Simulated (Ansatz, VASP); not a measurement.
# Two plane-wave programs on TlBr

File INCAR:

```
SYSTEM = TlBr
PREC     = Accurate       ! precision mode
ENCUT    = 500            ! plane-wave cutoff, eV
EDIFF    = 1E-6           ! SCF threshold, eV
ISMEAR   = -1             ! smearing method
SIGMA    = 0.08           ! smearing width, eV
LREAL    = .FALSE.        ! projectors in reciprocal space
LASPH    = .TRUE.         ! aspherical terms in the spheres
NELM     = 120            ! most SCF steps
ALGO     = Normal         ! electronic algorithm
ISIF     = 2              ! what is computed and relaxed
LWAVE    = .FALSE.        ! write WAVECAR
LCHARG   = .FALSE.        ! write CHGCAR
GGA      = PE             ! functional
NBANDS   = 17             ! bands
GGA_COMPAT= .FALSE.
```

KPOINTS

```
regular mesh
0
G
  12 12 12
  0 0 0
```

POSCAR

```
TlBr
1.0
    2.9854158124      0.0000000000      0.0000000000
    0.0000000000      2.9854158124      0.0000000000
    0.0000000000      0.0000000000      2.9854158124
Tl Br
1 1
Direct
    0.0000000000      0.0000000000      0.0000000000
    0.5000000000      0.5000000000      0.5000000000
```

Input for Ansatz:

```yaml
crystal:
  lattice:
    - [2.9854158124, 0.0, 0.0]
    - [0.0, 2.9854158124, 0.0]
    - [0.0, 0.0, 2.9854158124]
  atoms:
    - { symbol: Tl, position: [0.0, 0.0, 0.0] }
    - { symbol: Br, position: [0.5, 0.5, 0.5] }
kpoints:
  mp_grid: { grid: [12, 12, 12] }
scf:
  occupations: { method: fermi_dirac, width: 0.08 }
hamiltonian:
  xc: pbe
  pseudopotentials: { kind: nc }
output:
  forces: true
  stress: true
  eigenvalues: true
```

Change from the starting cell: volume scaled by 0.4, norm-conserving files.

Alike in both runs: task single point; functional PBE; k mesh 12 × 12 × 12; occupations fermi-dirac, width 0.08 eV; no spin polarisation.

|  | VASP | Ansatz |
| --- | --- | --- |
| version | VASP 6.6.1 | Ansatz 0.2.0 |
| potentials or method | VASP PAW PBE potentials, release 64 (Tl_d, Br) | norm-conserving pseudopotentials, scalar-relativistic |
| plane-wave cutoff (eV) | 500 | 820 |
| valence electrons in the cell | 20 | 20 |

```tsv
	VASP	Ansatz	Ansatz less VASP
pressure (GPa)	174.8	174.6	-0.21
```

Both programs put the cell under a high pressure, so it lies far from rest at this level. The functional is the same, so the differences come from potentials, cutoffs and numerics.

Neither program's run includes spin-orbit coupling. Noted on VASP's run: the cell as given lies far from equilibrium.
